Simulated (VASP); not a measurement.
# BaTiO3 (Pm) in VASP: a series of runs, part 2 of 2

VASP 6.6.1. Earlier steps stand in the parts before.

## (3) Single point, r2SCAN (the distance across one plane changed)

POSCAR reads:

```
BaTiO3
1.0
    0.0000000000      2.8579801945     -2.8741509136
   -3.9633322398      0.0000000000      0.0000000000
    0.0000000000      9.9921380922     10.0326711020
Ba Ti O
3 3 9
Direct
    0.9895363786      0.0000000000      0.7897559933
    0.9911302400      0.0000000000      0.2172543364
    0.9903333093      0.0000000000      0.5035051648
    0.4759605183      0.5000000000      0.0785817800
    0.4751635876      0.5000000000      0.3648326084
    0.4743666569      0.5000000000      0.6510834369
    0.5096111540      1.0000000000      0.0689569280
    0.5088142233      1.0000000000      0.3552077564
    0.5080172925      1.0000000000      0.6414585849
    0.0197976845      0.5000000000      0.0700255816
    0.0190007538      0.5000000000      0.3562764100
    0.0182038231      0.5000000000      0.6425272385
    0.5054875321      0.5000000000      0.2091655878
    0.5046906013      0.5000000000      0.4954164162
    0.5038936706      0.5000000000      0.7816672447
```

INCAR.step1 reads:

```
  PREC = Accurate
  ENCUT = 520
  ISMEAR = 0
  SIGMA = 0.05
  LREAL = Auto
  LASPH = T
  NELM = 100
  NBANDS = 73
  GGA = PE
  ALGO = Normal
  EDIFF = 1E-4
  LWAVE = T
  LCHARG = F
```

INCAR.step2 reads:

```
  PREC = Accurate
  ENCUT = 520
  EDIFF = 1E-6
  ISMEAR = 0
  SIGMA = 0.05
  LREAL = Auto
  LASPH = T
  NELM = 100
  ALGO = Normal
  ISIF = 2
  LWAVE = F
  LCHARG = T
  METAGGA = R2SCAN
  LMIXTAU = T
  LELF = T
  LVHAR = T
  NBANDS = 73
  ISTART = 1
```

KPOINTS reads:

```
regular mesh
0
Gamma
  6 6 2
```

Potentials or basis: VASP PAW PBE potentials, release 64 (Ba_sv, Ti_sv, O).

The run is started by

```bash
> cat potpaw_PBE.64/Ba_sv/POTCAR potpaw_PBE.64/Ti_sv/POTCAR potpaw_PBE.64/O/POTCAR > POTCAR
> cp INCAR.step1 INCAR
> mpirun -np 1 vasp_std > vasp.out
> cp INCAR.step2 INCAR
> mpirun -np 1 vasp_std > vasp.out
```

OUTCAR:

```text
PREC = Accurate
   ENCUT = 520
   EDIFF = 1E-6
   ISMEAR = 0
   LREAL = Auto
   LASPH = T
   NELM = 100
   ISIF = 2
   METAGGA = R2SCAN
   ISTART = 1

 ion  position               nearest neighbor table
   1  0.990  0.000  0.790-  15 2.80  15 2.80   9 2.86  15 2.88  15 2.88  12 2.88  12 2.88   9 2.98
                             6 3.42   6 3.42   6 3.48   6 3.48   3 4.05
   2  0.991  0.000  0.217-   8 2.77  11 2.80  11 2.80  13 2.80  13 2.80   8 2.86   7 2.86  10 2.88
                            10 2.88  13 2.88  13 2.88   7 2.98   4 3.42   4 3.42   5 3.48   5 3.48
   3  0.990  0.000  0.504-   9 2.77  14 2.80  14 2.80  12 2.80  12 2.80   8 2.86   9 2.86  14 2.88
                            14 2.88  11 2.88  11 2.88   8 2.98   5 3.42   5 3.42   5 3.48   5 3.48
   4  0.476  0.500  0.079-  10 1.85  13 1.85   7 1.99   7 1.99  10 2.21   2 3.42   2 3.42   2 3.48
                             2 3.48
   5  0.475  0.500  0.365-  11 1.85  14 1.85   8 1.99   8 1.99  13 2.21  11 2.21   3 3.42   3 3.42
                             2 3.48   2 3.48   3 3.48   3 3.48   2 3.57   2 3.57
   6  0.474  0.500  0.651-  12 1.85  15 1.85   9 1.99   9 1.99  12 2.21  14 2.21   1 3.42   1 3.42
                             1 3.48   1 3.48   3 3.48   3 3.48   3 3.57   3 3.57
   7  0.510  0.000  0.069-   4 1.99   4 1.99   2 2.86   2 2.98
   8  0.509  0.000  0.355-   5 1.99   5 1.99   2 2.77   2 2.86   3 2.86   3 2.98
   9  0.508  0.000  0.641-   6 1.99   6 1.99   3 2.77   1 2.86   3 2.86   1 2.98
  10  0.020  0.500  0.070-   4 1.85   4 2.21   2 2.88   2 2.88
  11  0.019  0.500  0.356-   5 1.85   5 2.21   2 2.80   2 2.80   3 2.88   3 2.88
  12  0.018  0.500  0.643-   6 1.85   6 2.21   3 2.80   3 2.80   1 2.88   1 2.88
  13  0.505  0.500  0.209-   4 1.85   5 2.21   2 2.80   2 2.80   2 2.88   2 2.88
  14  0.505  0.500  0.495-   5 1.85   6 2.21   3 2.80   3 2.80   3 2.88   3 2.88
  15  0.504  0.500  0.782-   6 1.85   1 2.80   1 2.80   1 2.88   1 2.88

  LATTYP: Found a simple monoclinic cell.
 ALAT       =     4.0532449058
 B/A-ratio  =     0.9778171149
 C/A-ratio  =     3.4934250728
 COS(beta)  =    -0.0048451762

  Lattice vectors:

[... 196 lines left out ...]
 Free energy of the ion-electron system (eV)
  ---------------------------------------------------
  ext. energy  EPLUGINS =         0.00000000
  ---------------------------------------------------
  free energy    TOTEN  =      -220.96737929 eV

  energy without entropy =     -220.96737929  energy(sigma->0) =     -220.96737929

 E-fermi :   3.9326     XC(G=0): -10.7098

 val. band max:        3.6854024206   @ k =   0.5000   0.5000   0.0000
 cond. band min:       4.5169436323   @ k =   0.0000   0.0000   0.0000
 fundamental gap:      0.8315412117
 Fermi energy:         3.9326370928

 k-point     1 :       0.0000    0.0000    0.0000
  band No.  band energies     occupation
      1     -56.7832      2.00000
      2     -56.2720      2.00000
      3     -55.5896      2.00000
      4     -32.0297      2.00000
      5     -32.0003      2.00000
      6     -31.9595      2.00000
[... 1789 lines left out ...]
     71       7.4888      0.00000
     72       8.0641      0.00000

 [... further k-points ...]

 [bands above 72 left out]

------------------------ aborting loop because EDIFF is reached ----------------------------------------

  FORCE on cell =-STRESS in cart. coord.  units (eV):
  Direction    XX          YY          ZZ          XY          YZ          ZX
  --------------------------------------------------------------------------------------
  -------------------------------------------------------------------------------------
  Total       -2.9612938     -2.5997356     -2.2655164      0.0000000      0.1914138      0.0000000
  in kB      -20.8583320    -18.3116403    -15.9575163      0.0000000      1.3482525      0.0000000
  external PRESSURE =     -18.3758295 kB  Pullay stress =       0.0000000 kB

 VOLUME and BASIS-vectors are now :
 -----------------------------------------------------------------------------
  energy-cutoff  :      520.00
  volume of cell :      227.46
      direct lattice vectors                 reciprocal lattice vectors
     0.000000000  2.857980195 -2.874150914     0.000000000  0.174809306 -0.174103059
    -3.963332240  0.000000000  0.000000000    -0.252312938  0.000000000  0.000000000
     0.000000000  9.992138092 10.032671102     0.000000000  0.050079218  0.049797460

 POSITION                                       TOTAL-FORCE (eV/Angst)
 -----------------------------------------------------------------------------------
      0.00000     10.71943      5.07929         0.000000      0.263425      0.302449
      0.00000      5.00347     -0.66902         0.000000     -0.728756     -0.763354
      0.00000      7.86145      2.20513         0.000000     -0.375069     -0.392076
     -1.98167      2.14549     -0.57960         0.000000      0.666213      1.017362
     -1.98167      5.00347      2.29455         0.000000     -0.600825     -0.657403
     -1.98167      7.86145      5.16870         0.000000     -0.024885     -0.435872
      0.00000      2.14549     -0.77288         0.000000     -0.375795     -0.506743
      0.00000      5.00347      2.10127         0.000000      0.233186      0.254258
      0.00000      7.86145      4.97542         0.000000      0.333852      0.315522
     -1.98167      0.75629      0.64564         0.000000     -0.186334     -0.528190
     -1.98167      3.61427      3.51979         0.000000      0.187778      0.294427
     -1.98167      6.47225      6.39394         0.000000      0.122772      0.545707
     -1.98167      3.53468      0.64564         0.000000      0.109508      0.249238
     -1.98167      6.39266      3.51979         0.000000      0.497274      0.474516
     -1.98167      9.25065      6.39394         0.000000     -0.122345     -0.169840
 -----------------------------------------------------------------------------------
    total drift:                               -0.000000      0.017230     -0.017029

  FREE ENERGIE OF THE ION-ELECTRON SYSTEM (eV)
  ---------------------------------------------------
  free  energy   TOTEN  =      -220.9673792898 eV

  energy  without entropy=     -220.9673792898  energy(sigma->0) =     -220.96737929
```

OUTCAR.step1:

```text
PREC = Accurate
   ENCUT = 520
   ISMEAR = 0
   LREAL = Auto
   LASPH = T
[... 2082 lines left out ...]
     -1.98167      6.47225      6.39394         0.000000      0.079156      0.538220
     -1.98167      3.53468      0.64564         0.000000      0.159288      0.257573
     -1.98167      6.39266      3.51979         0.000000      0.547941      0.480678
     -1.98167      9.25065      6.39394         0.000000      0.090834      0.000608
 -----------------------------------------------------------------------------------
    total drift:                               -0.000000     -0.003420     -0.041690

  FREE ENERGIE OF THE ION-ELECTRON SYSTEM (eV)
  ---------------------------------------------------
  free  energy   TOTEN  =      -118.6434445331 eV

  energy  without entropy=     -118.6434445331  energy(sigma->0) =     -118.64344453
```

It took 44 min on 1 thread of Intel Xeon 8259CL, shared host; peak memory 0.54 GiB.

What came out:

| Property | Result |
| --- | --- |
| Free energy | -220.9674 eV |
| Pressure | -1.8 GPa |
| Largest force | 1.216 eV/Å |
| Band gap on the k mesh | 0.83 eV (least direct gap 1.70 eV) |

Forces in eV/Å, atoms in the order of the input:
```
Ba   0.000  0.263  0.302
Ba   0.000 -0.729 -0.763
Ba   0.000 -0.375 -0.392
Ti   0.000  0.666  1.017
Ti   0.000 -0.601 -0.657
Ti   0.000 -0.025 -0.436
O    0.000 -0.376 -0.507
O    0.000  0.233  0.254
O    0.000  0.334  0.316
O    0.000 -0.186 -0.528
O    0.000  0.188  0.294
O    0.000  0.123  0.546
O    0.000  0.110  0.249
O    0.000  0.497  0.475
O    0.000 -0.122 -0.170
```

Caveat: the cell differs from its parent crystal (the distance across one plane changed); the PAW data sets were made with another functional, which shifts forces and pressure a little; spin-orbit coupling is left out, which moves the levels of the heavy elements. A k mesh can miss the band edges.
